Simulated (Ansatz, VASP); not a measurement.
**Two plane-wave programs on Sn**

```
CELL_PARAMETERS angstrom
0.00000 3.27053 3.27053
3.27053 0.00000 3.27053
3.27053 3.27053 0.00000
ATOMIC_POSITIONS crystal
Sn 0.50000 0.50000 0.50000
Sn 0.75000 0.75000 0.75000
```

Alike in both runs: functional PBEsol; k mesh 12 × 12 × 12; occupations gaussian, width 0.1 eV; no spin polarisation.

Ansatz relaxed the structure, and its values are those at the end. VASP's run is a single point on that final structure, the one shown.

|  | VASP | Ansatz |
| --- | --- | --- |
| version | VASP 6.6.1 | Ansatz 0.2.0 |
| potentials or method | VASP PAW PBE potentials, release 64 (Sn_d), cutoff 520 eV | scalar-relativistic, plane waves, PAW |
| valence electrons in the cell | 28 | 28 |

Ansatz gave:

```
gap on the k mesh at the Fermi level (eV) : none
pressure (GPa)                            : 0.0
```

Q: Estimate VASP's values.

A: gap on the k mesh at the Fermi level (eV): none; pressure (GPa): -0.1.

VASP's potentials were made for PBE, not for PBEsol, and Ansatz warns of the same on its side. A gap of «none» marks a metal or a gap that the smearing closes.
